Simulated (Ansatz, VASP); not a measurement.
# One calculation of ZnSnN, two programs

```xyz
3
Lattice="3.8052 0.0000 0.0000 0.0000 3.8052 0.0000 0.0000 0.0000 3.9642" Properties=species:S:1:pos:R:3 pbc="T T T"
Zn    1.9026    1.9026    1.9821
Sn    0.0000    0.0000    1.9821
N     1.9026    1.9026    0.0000
```

Alike in both runs: task relaxation of cell and atoms; functional PBE; k mesh 4 × 4 × 4; occupations gaussian, width 0.1 eV; no spin polarisation.

```csv
,VASP,Ansatz
version,VASP 6.6.1,Ansatz 0.2.0
potentials or method,"VASP PAW PBE potentials, release 64 (Zn, Sn_d, N), cutoff 600 eV","scalar-relativistic, plane waves, PAW"
valence electrons in the cell,31,31
```

Ansatz gave:

| Quantity | Value |
| --- | --- |
| gap on the k mesh at the Fermi level, each at its own relaxed structure (eV) | none |
| relaxed volume (Å³/atom) | 20.03 |
| relaxed length of the cell vector where the two differ most in proportion (Å) | 3.610 |

**Question.** Estimate VASP's values.

**Answer.** gap on the k mesh at the Fermi level, each at its own relaxed structure (eV): none; relaxed volume (Å³/atom): 20.14; relaxed length of the cell vector where the two differ most in proportion (Å): 3.618.

A gap of «none» marks a metal or a gap that the smearing closes.

The k mesh is coarse, so the values compare programs but aren't converged.
